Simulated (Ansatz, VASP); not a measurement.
**One calculation of Pb, two programs**

The input INCAR:

```
  ALGO = Fast
  DIPOL = 0.5 0.5 0.500
  EDIFF = 1E-7
  ENCUT = 520
  GGA = PE
  IDIPOL = 3
  ISIF = 2
  ISMEAR = 0
  LASPH = T
  LCHARG = F
  LDIPOL = T
  LREAL = F
  LWAVE = F
  NBANDS = 36
  NELM = 80
  PREC = Accurate
  SIGMA = 0.1
```

KPOINTS

```
k-points
0
Gamma
  12 12 1
```

The input POSCAR:

```
Pb
1.0
    3.5652333027      0.0000000000      0.0000000000
   -1.7826166514      3.0875826106      0.0000000000
    0.0000000000      0.0000000000     23.7330024056
Pb
4
Direct
    0.6666666667      0.3333333333      0.3160156423
    0.3333333333      0.6666666667      0.4386718808
    0.0000000000      0.0000000000      0.5613281192
    0.6666666667      0.3333333333      0.6839843577
```

Input for Ansatz:

```yaml
crystal:
  lattice:
    - [3.5652333027, 0.0, 0.0]
    - [-1.7826166514, 3.0875826106, 0.0]
    - [0.0, 0.0, 23.7330024056]
  atoms:
    - { symbol: Pb, position: [0.6666666667, 0.3333333333, 0.3160156423] }
    - { symbol: Pb, position: [0.3333333333, 0.6666666667, 0.4386718808] }
    - { symbol: Pb, position: [0.0, 0.0, 0.5613281192] }
    - { symbol: Pb, position: [0.6666666667, 0.3333333333, 0.6839843577] }
basis:
  ecutwfc: 420
kpoints:
  mp_grid: { grid: [12, 12, 1] }
hamiltonian:
  xc: pbe
scf:
  occupations: { method: gaussian, width: 0.1 }
output:
  forces: true
  eigenvalues: true
efield:
  axis: 3
  dipole_correction: true
  ramp_width: 0.04
```

Alike in both runs: task single point; functional PBE; k mesh 12 × 12 × 1; occupations gaussian, width 0.1 eV; no spin polarisation.

```csv
,VASP,Ansatz
version,VASP 6.6.1,Ansatz 0.2.0
potentials or method,"VASP PAW PBE potentials, release 64 (Pb_d), cutoff 520 eV","scalar-relativistic, plane waves, PAW"
valence electrons in the cell,56,56
```

```csv
,VASP,Ansatz,Ansatz less VASP
gap on the k mesh at the Fermi level (eV),none,none,-
rms of the force components (eV/Å),0.133,0.133,+0.0001
```

Atom by atom the forces differ by 0.000 eV/Å (rms over components). A gap of «none» marks a metal or a gap that the smearing closes. With one functional, cell and mesh, what is left measures potentials, basis and numerics.

Spin-orbit coupling is off throughout.
